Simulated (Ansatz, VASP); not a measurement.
## MgS: VASP beside Ansatz

The input INCAR:

```
PREC = Accurate
ENCUT = 600
EDIFF = 1E-6
ISMEAR = 1
SIGMA = 0.001
LREAL = F
LASPH = T
NELM = 120
ALGO = Normal
ISIF = 2
LWAVE = F
LCHARG = F
GGA = PS
NBANDS = 11
GGA_COMPAT = F
```

KPOINTS

```
Automatic mesh
0
Gamma
  6 6 6
```

Contents of POSCAR:

```
MgS
1.0
    0.0000000000      2.8308768389      2.8308768389
    2.8308768389      0.0000000000      2.8308768389
    2.8308768389      2.8308768389      0.0000000000
Mg S
1 1
Direct
    0.0000000000      0.0000000000      0.0000000000
    0.2500000000      0.2500000000      0.2500000000
```

Input for Ansatz:

```yaml
crystal:
  lattice:
    - [0.0, 2.8308768389, 2.8308768389]
    - [2.8308768389, 0.0, 2.8308768389]
    - [2.8308768389, 2.8308768389, 0.0]
  atoms:
    - { symbol: Mg, position: [0.0, 0.0, 0.0] }
    - { symbol: S, position: [0.25, 0.25, 0.25] }
kpoints:
  mp_grid: { grid: [6, 6, 6] }
hamiltonian:
  xc: pbesol
scf:
  occupations: { method: methfessel_paxton, width: 0.001 }
  n_extra_bands: 4
output:
  forces: true
  stress: true
  eigenvalues: true
```

Alike in both runs: task single point; functional PBEsol; k mesh 6 × 6 × 6; occupations methfessel-paxton of order 1, width 0.001 eV; no spin polarisation.

```csv
,VASP,Ansatz
version,VASP 6.6.1,Ansatz 0.2.0
potentials or method,"VASP PAW PBE potentials, release 64 (Mg, S)",plane waves
plane-wave cutoff (eV),600,420
valence electrons in the cell,8,16
```

Ansatz gave:

| Quantity | Value |
| --- | --- |
| gap on the k mesh at the Fermi level (eV) | 3.29 |
| pressure (GPa) | -0.3 |

Problem. What did VASP give for the same quantities?

Solution. gap on the k mesh at the Fermi level (eV): 3.30; pressure (GPa): -0.4.

VASP's potentials were made for PBE, not for PBEsol. With one functional, cell and mesh, what is left measures potentials, basis and numerics. VASP's potentials hold 8 valence electrons a cell and Ansatz's 16, so a difference there can come from the potentials and not from the codes.
